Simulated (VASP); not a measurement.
# Ti3Al (Fm-3m) in VASP: notebook

Runs on Ti3Al. Level: PBEsol. Tasks: single point.

Everything below comes from runs of VASP 6.6.1. Logs are shortened: lines on timing, memory, paths and dates and some standing lists are left out, and cuts for length are marked.

## (1) The cell of the first run

Symmetry: Fm-3m, No. 225, cubic system. The conventional cell has a = 5.799 Å, b = 5.799 Å, c = 5.799 Å, α = 90.00°, β = 90.00°, γ = 90.00°. Within 3.3 Å of Ti (site symmetry -43m) lie 4 Al at 2.51 Å and 10 Ti at 2.51 to 2.90 Å. Within 3.3 Å of Ti (site symmetry m-3m) lie 8 Ti at 2.51 Å and 6 Al at 2.90 Å. Within 3.3 Å of Al (site symmetry m-3m) lie 14 Ti at 2.51 to 2.90 Å.

## (2) Single point, PBEsol, collinear spin, ferromagnetic start

INCAR reads:

```
ALGO = Fast
EDIFF = 1E-7
ENCUT = 520
GGA = PS
ISIF = 2
ISMEAR = 0
ISPIN = 2
LASPH = T
LCHARG = T
LELF = T
LMAXMIX = 4
LORBIT = 11
LREAL = F
LVHAR = T
LWAVE = F
MAGMOM = 0.6 0.6 0.6 0
NBANDS = 32
NELM = 150
NUPDOWN = 1.8
PREC = Accurate
SIGMA = 0.15
```

KPOINTS reads:

```
k-points
0
Gamma
  12 12 12
```

POSCAR reads:

```
Ti3Al
1.0
    0.0000000000      2.8993260424      2.8993260424
    2.8993260424      0.0000000000      2.8993260424
    2.8993260424      2.8993260424      0.0000000000
Ti Al
3 1
Direct
    0.7500000000      0.7500000000      0.7500000000
    0.2500000000      0.2500000000      0.2500000000
    0.0000000000      0.0000000000      0.0000000000
    0.5000000000      0.5000000000      0.5000000000
```

Potentials or basis: VASP PAW PBE potentials, release 64 (Ti_sv, Al).

On the command line:

```sh
> cat potpaw_PBE.64/Ti_sv/POTCAR potpaw_PBE.64/Al/POTCAR > POTCAR
> mpirun -np 1 vasp_std > vasp.out
```

OUTCAR:

```text
EDIFF = 1E-7
   ENCUT = 520
   GGA = PS
   ISIF = 2
   ISMEAR = 0
   ISPIN = 2
   LASPH = T
   LORBIT = 11
   LREAL = F
   NELM = 150
   NUPDOWN = 1.8
   PREC = Accurate

 ion  position               nearest neighbor table
   1  0.750  0.750  0.750-   4 2.51   4 2.51   4 2.51   3 2.51   4 2.51   3 2.51   3 2.51   3 2.51
                             2 2.90   2 2.90   2 2.90   2 2.90   2 2.90   2 2.90
   2  0.250  0.250  0.250-   3 2.51   3 2.51   3 2.51   3 2.51   4 2.51   4 2.51   4 2.51   4 2.51
                             1 2.90   1 2.90   1 2.90   1 2.90   1 2.90   1 2.90
   3  0.000  0.000  0.000-   1 2.51   1 2.51   1 2.51   1 2.51   2 2.51   2 2.51   2 2.51   2 2.51
                             4 2.90   4 2.90   4 2.90   4 2.90   4 2.90   4 2.90
   4  0.500  0.500  0.500-   2 2.51   2 2.51   2 2.51   1 2.51   2 2.51   1 2.51   1 2.51   1 2.51
                             3 2.90   3 2.90   3 2.90   3 2.90   3 2.90   3 2.90

  LATTYP: Found a face centered cubic cell.
 ALAT       =     5.7986520848

  Lattice vectors:

 A1 = (   0.0000000000,   2.8993260424,   2.8993260424)
 A2 = (   2.8993260424,   0.0000000000,   2.8993260424)
 A3 = (   2.8993260424,   2.8993260424,   0.0000000000)

Analysis of symmetry for initial positions (statically):
=====================================================================
 Subroutine PRICEL returns:
 Original cell was already a primitive cell.

 Routine SETGRP: Setting up the symmetry group for a
 face centered cubic supercell.

 Subroutine GETGRP returns: Found 48 space group operations
 (whereof 48 operations were pure point group operations)
 out of a pool of 48 trial point group operations.

The static configuration has the point symmetry O_h .

Analysis of symmetry for dynamics (positions and initial velocities):
=====================================================================
 Subroutine PRICEL returns:
 Original cell was already a primitive cell.

 Routine SETGRP: Setting up the symmetry group for a
 face centered cubic supercell.

 Subroutine GETGRP returns: Found 48 space group operations
 (whereof 48 operations were pure point group operations)
 out of a pool of 48 trial point group operations.

The dynamic configuration has the point symmetry O_h .

Analysis of structural, dynamic, and magnetic symmetry:
=====================================================================
 Subroutine PRICEL returns:
 Original cell was already a primitive cell.

 Routine SETGRP: Setting up the symmetry group for a
 face centered cubic supercell.

 Subroutine GETGRP returns: Found 48 space group operations
 (whereof 48 operations were pure point group operations)
 out of a pool of 48 trial point group operations.

The overall configuration has the point symmetry O_h .

 Subroutine INISYM returns: Found 48 space group operations
 (whereof 48 operations are pure point group operations),
 and found     1 'primitive' translations

----------------------------------------------------------------------------------------

                                     Primitive cell

  volume of cell :      48.7440

  direct lattice vectors                    reciprocal lattice vectors
     0.000000000  2.899326042  2.899326042    -0.172453871  0.172453871  0.172453871
     2.899326042  0.000000000  2.899326042     0.172453871 -0.172453871  0.172453871
     2.899326042  2.899326042  0.000000000     0.172453871  0.172453871 -0.172453871

  length of vectors
     4.100266211  4.100266211  4.100266211     0.298698867  0.298698867  0.298698867

  position of ions in fractional coordinates (direct lattice)
     0.750000000  0.750000000  0.750000000
     0.250000000  0.250000000  0.250000000
     0.000000000  0.000000000  0.000000000
     0.500000000  0.500000000  0.500000000

  ion indices of the primitive-cell ions
   primitive index   ion index
                 1           1
                 2           2
                 3           3
                 4           4

----------------------------------------------------------------------------------------

 KPOINTS: k-points
[... 24 lines left out ...]
            Coordinates               Weight
  0.000000  0.000000  0.000000      1.000000
  0.083333  0.000000  0.000000      8.000000
  0.166667  0.000000  0.000000      8.000000
  0.250000  0.000000  0.000000      8.000000
  0.333333  0.000000  0.000000      8.000000
  0.416667  0.000000  0.000000      8.000000
[... 16 lines left out ...]
  0.500000  0.166667  0.000000     24.000000
 -0.416667  0.166667  0.000000     24.000000
 [... further k-points ...]
   k-points           NKPTS =     72   k-points in BZ     NKDIM =     72   number of bands    NBANDS=     32
   number of dos      NEDOS =    301   number of ions     NIONS =      4
   total plane-waves  NPLWV =  27000
   dimension x,y,z NGX =    30 NGY =   30 NGZ =   30
   dimension x,y,z NGXF=    60 NGYF=   60 NGZF=   60
   ions per type =               3   1
   NGX,Y,Z   is equivalent  to a cutoff of  12.16, 12.16, 12.16 a.u.
   NGXF,Y,Z  is equivalent  to a cutoff of  24.33, 24.33, 24.33 a.u.
 SYSTEM =  unknown system
   PREC   = accura    normal or accurate (medium, high low for compatibility)
   ISTART =      0    job   : 0-new  1-cont  2-samecut
   ICHARG =      2    charge: 1-file 2-atom 10-const
   ISPIN  =      2    spin polarized calculation?
   LNONCOLLINEAR =      F non collinear calculations
   LSORBIT =      F    spin-orbit coupling
   LASPH  =      T    aspherical Exc in radial PAW
   ENCUT  =  520.0 eV  38.22 Ry    6.18 a.u.   7.62  7.62  7.62*2*pi/ulx,y,z
   NELM   =    150;   NELMIN=  2; NELMDL= -5     # of ELM steps
   EDIFF  = 0.1E-06   stopping-criterion for ELM
   LREAL  =      F    real-space projection
   EDIFFG = 0.1E-05   stopping-criterion for IOM
   NSW    =      0    number of steps for IOM
   IBRION =     -1    ionic relax: 0-MD 1-quasi-New 2-CG
   NFREE  =      0    steps in history (QN), initial steepest desc. (CG)
   ISIF   =      2    stress and relaxation
   ISYM   =      2    0-nonsym 1-usesym 2-fastsym
   POTIM  = 0.5000    time-step for ionic-motion
   TEBEG  =    0.0;   TEEND  =   0.0 temperature during run
   PSTRESS=    0.0 pullay stress
   NELECT =      39.0000    total number of electrons
   NUPDOWN=       1.8000    fix difference up-down
   EMIN   =  10.00;   EMAX   =-10.00  energy-range for DOS
   EFERMI =   0.00;   METHOD = LEGACY
   ISMEAR =     0;   SIGMA  =   0.15  broadening in eV -4-tet -1-fermi 0-gaus
   EFERMI_NEDOS =   21; number of points for ismear=-14 and -15
   IALGO  =     68    algorithm
   IMIX   =      4    mixing-type and parameters
     AMIX     =   0.40;   BMIX     =  1.00
     AMIX_MAG =   1.60;   BMIX_MAG =  1.00
  volume/ion in A,a.u.               =      12.19        82.24
  Fermi-wavevector in a.u.,A,eV,Ry     =   1.519810  2.872025 31.427044  2.309823
  Thomas-Fermi vector in A             =   2.628746
   LORBIT       =     11    0 simple, 1 ext, 2 COOP (PROOUT), +10 PAW based schemes
   GGA     = PS    functional components
   LHFCALC =     F    Hartree Fock is set to
   AEXX    =    0.0000 exact exchange contribution
   IVDW    =     0    specifies the selected vdW correction
   LEPSILON=     F    determine dielectric tensor
   LRPA    =     F    only Hartree local field effects (RPA)
 spin polarized calculation
 RMM-DIIS sequential band-by-band and
 Gauss-broadening in eV      SIGMA  =   0.15
  energy-cutoff  :      520.00
  volume of cell :       48.74
 maximum number of plane-waves:      1363
   NGX = 15   NGY = 15   NGZ = 15

 number of electron      38.9999988 magnetization       1.7999999

 Free energy of the ion-electron system (eV)
  ---------------------------------------------------
  ext. energy  EPLUGINS =         0.00000000
  ---------------------------------------------------
  free energy    TOTEN  =       -27.41585947 eV

  energy without entropy =      -27.36913214  energy(sigma->0) =      -27.39249580

 E-fermi :  11.6137     XC(G=0): -12.9397

 val. band max:       11.8766248393   @ k =  -0.4167   0.1667   0.0833
 cond. band min:      11.6204835662   @ k =  -0.4167   0.3333   0.1667
 fundamental gap:     -0.2561412731
 Fermi energy:        11.8869063354

 spin component 1

 k-point     1 :       0.0000    0.0000    0.0000
  band No.  band energies     occupation
      1     -44.2502      1.00000
      2     -43.8420      1.00000
      3     -43.6394      1.00000
      4     -20.7811      1.00000
      5     -20.7811      1.00000
      6     -20.7811      1.00000
[... 805 lines left out ...]
     30      18.1599      0.00000
     31      18.4109      0.00000

 [... further k-points ...]

 spin component 2

 k-point     1 :       0.0000    0.0000    0.0000
  band No.  band energies     occupation
      1     -43.8828      1.00000
      2     -43.5966      1.00000
      3     -43.1158      1.00000
      4     -20.3265      1.00000
      5     -20.3265      1.00000
      6     -20.3265      1.00000
[... 805 lines left out ...]
     30      18.4837      0.00000
     31      18.7194      0.00000

 [... further k-points ...]

 [bands above 31 left out]

------------------------ aborting loop because EDIFF is reached ----------------------------------------

  FORCE on cell =-STRESS in cart. coord.  units (eV):
  Direction    XX          YY          ZZ          XY          YZ          ZX
  --------------------------------------------------------------------------------------
  -------------------------------------------------------------------------------------
  Total       17.3790723     17.3790723     17.3790723      0.0000000      0.0000000     -0.0000000
  in kB      571.2365763    571.2365763    571.2365763      0.0000000      0.0000000     -0.0000000
  external PRESSURE =     571.2365763 kB  Pullay stress =       0.0000000 kB

 VOLUME and BASIS-vectors are now :
 -----------------------------------------------------------------------------
  energy-cutoff  :      520.00
  volume of cell :       48.74
      direct lattice vectors                 reciprocal lattice vectors
     0.000000000  2.899326042  2.899326042    -0.172453871  0.172453871  0.172453871
     2.899326042  0.000000000  2.899326042     0.172453871 -0.172453871  0.172453871
     2.899326042  2.899326042  0.000000000     0.172453871  0.172453871 -0.172453871

 POSITION                                       TOTAL-FORCE (eV/Angst)
 -----------------------------------------------------------------------------------
      4.34899      4.34899      4.34899        -0.000000     -0.000000      0.000000
      1.44966      1.44966      1.44966         0.000000      0.000000     -0.000000
      0.00000      0.00000      0.00000        -0.000000     -0.000000     -0.000000
      2.89933      2.89933      2.89933        -0.000000     -0.000000     -0.000000
 -----------------------------------------------------------------------------------
    total drift:                                0.000000     -0.000000      0.000000

  FREE ENERGIE OF THE ION-ELECTRON SYSTEM (eV)
  ---------------------------------------------------
  free  energy   TOTEN  =       -27.4158594689 eV

  energy  without entropy=      -27.3691321354  energy(sigma->0) =      -27.39249580

 total charge

# of ion       s       p       d       tot
------------------------------------------
    1        2.285   6.212   2.250  10.748
    2        2.285   6.212   2.250  10.748
    3        2.338   6.154   2.322  10.814
    4        0.462   0.561   0.000   1.022
--------------------------------------------------
tot          7.371  19.139   6.823  33.333

 magnetization (x)

# of ion       s       p       d       tot
------------------------------------------
    1        0.004   0.057   0.250   0.311
    2        0.004   0.057   0.250   0.311
    3        0.009   0.040   0.732   0.780
    4       -0.003   0.013   0.000   0.011
--------------------------------------------------
tot          0.014   0.168   1.233   1.414
```

Run time: 15 min. Hardware: 1 thread of Intel Xeon 6975P-C (Granite Rapids), shared host; peak memory 0.29 GiB.

Results:

```yaml
Free_energy: -27.4159 eV
Pressure: 57.1 GPa
Net_moment: 1.80 μB per cell
Site_moments: Ti +0.31, +0.78; Al +0.01 μB
Valence_electrons_inside_the_program's_atomic_spheres: Ti 10.75, 10.81; Al 1.02
```

Caveat: the PAW data sets were made with another functional, which shifts forces and pressure a little; the total moment is fixed, so each spin has its own Fermi level.

## (3) Single point, PBEsol, collinear spin, ferromagnetic start

INCAR reads:

```
SYSTEM = Ti3Al
ALGO     = Fast           ! electronic algorithm
EDIFF    = 1E-6           ! SCF threshold, eV
ENCUT    = 520            ! plane-wave cutoff, eV
GGA      = PS             ! functional
ISIF     = 2              ! what is computed and relaxed
ISMEAR   = 0              ! smearing method
ISPIN    = 2              ! spin polarisation
LASPH    = .TRUE.         ! aspherical terms in the spheres
LCHARG   = .TRUE.         ! write CHGCAR
LELF     = .TRUE.         ! ELF
LMAXMIX  = 4              ! l up to which the mixer works
LORBIT   = 11             ! projections on sites
LREAL    = .FALSE.        ! projectors in reciprocal space
LVHAR    = .TRUE.       
LWAVE    = .FALSE.        ! write WAVECAR
MAGMOM   = 0.9 0.9 0.9 0  ! initial moments
NBANDS   = 32             ! bands
NELM     = 150            ! most SCF steps
NUPDOWN  = 2.7            ! fixed moment
PREC     = Accurate       ! precision mode
SIGMA    = 0.15           ! smearing width, eV
```

KPOINTS reads:

```
k-points
0
G
  12 12 12
  0 0 0
```

POSCAR is that of step 2.

Potentials or basis: VASP PAW PBE potentials, release 64 (Ti_sv, Al).

On the command line:

```sh
> cat potpaw_PBE.64/Ti_sv/POTCAR potpaw_PBE.64/Al/POTCAR > POTCAR
> mpirun -np 1 vasp_std > vasp.out
```

Run time: 10 min. Hardware: 1 thread of Intel Xeon 6975P-C (Granite Rapids), shared host; peak memory 0.3 GiB.

The run converged. Its results:

```
Free energy                                           : -27.2396 eV
Pressure                                              : 59.0 GPa
Net moment                                            : 2.70 μB per cell
Site moments                                          : Ti +0.53, +1.03; Al +0.02 μB
Valence electrons inside the program's atomic spheres : Ti 10.75, 10.81; Al 1.02
```

Caveat: the PAW data sets were made with another functional, which shifts forces and pressure a little; the total moment is fixed, so each spin has its own Fermi level.

## (4) Single point, PBEsol, collinear spin, ferromagnetic start

This run uses another cell than the first one, of 13.20 Å³/atom, 1.083 times its volume.

INCAR reads:

```
SYSTEM = Ti3Al
  ALGO = Fast
  EDIFF = 1E-7
  ENCUT = 520
  GGA = PS
  ISIF = 2
  ISMEAR = 0
  ISPIN = 2
  LASPH = .True.
  LCHARG = .False.
  LMAXMIX = 4
  LORBIT = 11
  LREAL = .False.
  LWAVE = .False.
  MAGMOM = 0.1 0.1 0.1 0
  NBANDS = 32
  NELM = 150
  NUPDOWN = 0.3
  PREC = Accurate
  SIGMA = 0.15
```

KPOINTS reads:

```
k-points
0
Gamma
  12 12 12
  0 0 0
```

POSCAR reads:

```
Ti3Al
1.0
    0.0000000000      2.9776862962      2.9776862962
    2.9776862962      0.0000000000      2.9776862962
    2.9776862962      2.9776862962      0.0000000000
Ti Al
3 1
Direct
    0.7500000000      0.7500000000      0.7500000000
    0.2500000000      0.2500000000      0.2500000000
    0.0000000000      0.0000000000      0.0000000000
    0.5000000000      0.5000000000      0.5000000000
```

On the command line:

```sh
> cat potpaw_PBE.64/Ti_sv/POTCAR potpaw_PBE.64/Al/POTCAR > POTCAR
> mpirun -np 1 vasp_std > vasp.out
```

Run time: 8.6 min. Hardware: 1 thread of Intel Xeon Platinum 8488C (Sapphire Rapids), shared host; peak memory 0.32 GiB.

Results (log left out):

```yaml
Free_energy: -28.6311 eV
Pressure: 34.5 GPa
Net_moment: 0.30 μB per cell
Site_moments: Ti +0.04, +0.17; Al -0.00 μB
Valence_electrons_inside_the_program's_atomic_spheres: Ti 10.60, 10.66; Al 0.96
```

Caveat: the PAW data sets were made with another functional, which shifts forces and pressure a little; the total moment is fixed, so each spin has its own Fermi level.

## (5) Single point, PBEsol, collinear spin, ferromagnetic start

This run uses another cell than the first one, of 14.22 Å³/atom, 1.167 times its volume.

INCAR reads:

```
PREC     = Accurate       # precision mode
ENCUT    = 520            # plane-wave cutoff, eV
EDIFF    = 1E-6           # SCF threshold, eV
ISMEAR   = 0              # smearing method
SIGMA    = 0.15           # smearing width, eV
LREAL    = False          # projectors in reciprocal space
LASPH    = True           # aspherical terms in the spheres
NELM     = 150            # most SCF steps
ALGO     = Normal         # electronic algorithm
ISIF     = 2              # what is computed and relaxed
LWAVE    = False          # write WAVECAR
LCHARG   = True           # write CHGCAR
ISPIN    = 2              # spin polarisation
MAGMOM   = 0.8 0.8 0.8 0  # initial moments
LORBIT   = 11             # projections on sites
NUPDOWN  = 2.4            # fixed moment
LMAXMIX  = 4              # l up to which the mixer works
GGA      = PS             # functional
LELF     = True           # ELF
LVHAR    = True         
NBANDS   = 32             # bands
```

KPOINTS reads:

```
Automatic mesh
0
Gamma
  12 12 12
```

POSCAR reads:

```
Ti3Al
1.0
    0.0000000000      3.0521976457      3.0521976457
    3.0521976457      0.0000000000      3.0521976457
    3.0521976457      3.0521976457      0.0000000000
Ti Al
3 1
Direct
    0.7500000000      0.7500000000      0.7500000000
    0.2500000000      0.2500000000      0.2500000000
    0.0000000000      0.0000000000      0.0000000000
    0.5000000000      0.5000000000      0.5000000000
```

On the command line:

```sh
> cat potpaw_PBE.64/Ti_sv/POTCAR potpaw_PBE.64/Al/POTCAR > POTCAR
> mpirun -np 1 vasp_std > vasp.out
```

Run time: 2.9 min. Hardware: 1 thread of Intel Xeon Platinum 8488C (Sapphire Rapids), shared host; peak memory 0.33 GiB.

The run converged. Its results:

```yaml
Free_energy: -29.2366 eV
Pressure: 21.2 GPa
Net_moment: 2.40 μB per cell
Site_moments: Ti +0.41, +1.01; Al -0.01 μB
Valence_electrons_inside_the_program's_atomic_spheres: Ti 10.47, 10.55; Al 0.92
```

Caveat: the PAW data sets were made with another functional, which shifts forces and pressure a little; the total moment is fixed, so each spin has its own Fermi level.

## (6) Overview

```tsv
fixed moment (μB)	cell	pressure (GPa)	moment (μB)
1.8	a = 4.100 Å, angles 60.0°, 4 atoms	57.1	1.80
2.7	a = 4.100 Å, angles 60.0°, 4 atoms	59.0	2.70
0.3	a = 4.211 Å, angles 60.0°, 4 atoms	34.5	0.30
2.4	a = 4.316 Å, angles 60.0°, 4 atoms	21.2	2.40
```

Alike in all rows: task single point; level PBEsol; potentials or basis VASP PAW PBE potentials, release 64 (Ti_sv, Al); spin collinear, ferromagnetic start; k mesh 12 × 12 × 12; cutoff (eV) 520; smearing gaussian 0.15 eV.

Caveats: the PAW data sets were made with another functional, which shifts forces and pressure a little; the total moment is fixed, so each spin has its own Fermi level.

Absolute energies hang on the potentials; compare differences alone.
